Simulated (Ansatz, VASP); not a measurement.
**Two plane-wave programs on SnO2**

```
CELL_PARAMETERS angstrom
4.79972 0.00000 0.00000
0.00000 4.80279 0.00000
0.00000 0.00000 3.24763
ATOMIC_POSITIONS crystal
Sn 0.50000 0.50000 0.50000
Sn 0.00000 0.00000 0.00000
O 0.30578 0.30614 0.00000
O 0.80578 0.19386 0.50000
O 0.19422 0.80614 0.50000
O 0.69422 0.69386 0.00000
```

Alike in both runs: functional BLYP; dispersion D3(BJ); k mesh 6 × 4 × 6; no spin polarisation.

Ansatz relaxed the structure, and its values are those at the end. VASP's run is a single point on that final structure, the one shown.

|  | VASP | Ansatz |
| --- | --- | --- |
| version | VASP 6.6.1 | Ansatz 0.2.0 |
| potentials or method | VASP PAW PBE potentials, release 64 (Sn_d, O), cutoff 520 eV | plane waves, PAW |
| occupations | gaussian, width 0.01 eV | fixed |
| valence electrons in the cell | 52 | 52 |

```csv
,VASP,Ansatz,Ansatz less VASP
pressure (GPa),0.9,0.0,-0.95
rms of the force components (eV/Å),0.008,0.000,-0.0078
```

VASP's potentials were made for PBE, not for BLYP. Ansatz's warnings: stress scf threshold loose.
